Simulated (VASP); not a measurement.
Set up this calculation in VASP 6.6.1, as the native input.

| Item | Value |
| --- | --- |
| Task | single point |
| Functional | PBE |
| Potentials or basis | VASP PAW PBE potentials, release 64 (Hf_pv, B) |
| Cutoff | 520 eV |
| k mesh | 4 × 4 × 4 |
| Occupations | gaussian, width 0.1 eV |
| Spin | no spin polarisation |
| Dipole correction | no |
| Further INCAR settings | ALGO = Normal; EDIFF = 1e-06; NBANDS = 25 |

The structure of HfB2 lies in POSCAR:

```
HfB2
1.0
    4.9732817974      0.0000000000      0.0000000000
    0.0000000000      4.9732817974      0.0000000000
    0.0000000000      0.0000000000      4.1261201109
Hf B
2 4
Direct
    0.5000000000      0.5000000000      0.5000000000
    0.0000000000      0.0000000000      0.0000000000
    0.1714773677      0.1714773677      0.5000000000
    0.8285226323      0.8285226323      0.5000000000
    0.8285226323      0.1714773677      0.5000000000
    0.1714773677      0.8285226323      0.5000000000
```

The cell was built from a structure type or drawn by symmetry, and may not be a known phase.

These files were run (other wordings do the same):

INCAR

```
SYSTEM = HfB2
PREC     = Accurate       ! precision mode
ENCUT    = 520            ! plane-wave cutoff, eV
EDIFF    = 1E-6           ! SCF threshold, eV
ISMEAR   = 0              ! smearing method
SIGMA    = 0.1            ! smearing width, eV
LREAL    = .FALSE.        ! projectors in reciprocal space
LASPH    = .TRUE.         ! aspherical terms in the spheres
NELM     = 60             ! most SCF steps
ALGO     = Normal         ! electronic algorithm
ISIF     = 2              ! what is computed and relaxed
LWAVE    = .FALSE.        ! write WAVECAR
LCHARG   = .TRUE.         ! write CHGCAR
GGA      = PE             ! functional
LELF     = .TRUE.         ! ELF
LVHAR    = .TRUE.       
NBANDS   = 25             ! bands
```

KPOINTS

```
Automatic mesh
0
G
  4 4 4
  0 0 0
```

Potentials or basis: VASP PAW PBE potentials, release 64 (Hf_pv, B).

Command:

```sh
$ cat potpaw_PBE.64/Hf_pv/POTCAR potpaw_PBE.64/B/POTCAR > POTCAR
$ mpirun -np 1 vasp_std > vasp.out
```

Results of the run:

```
Pressure               : 0.0 GPa
Largest force          : 0.007 eV/Å
Band gap on the k mesh : zero (bands 16 and 17 overlap by 0.89 eV)
```

Caveat: the k points lie up to 0.38 Å⁻¹ apart, too coarse for converged energies and pressures of a metal; spin-orbit coupling is left out, which moves the levels of the heavy elements.

It took 26 s on 1 thread of Intel(R) Xeon(R) 6975P-C (Granite Rapids), with other jobs on the host, peak memory 0.23 GiB.
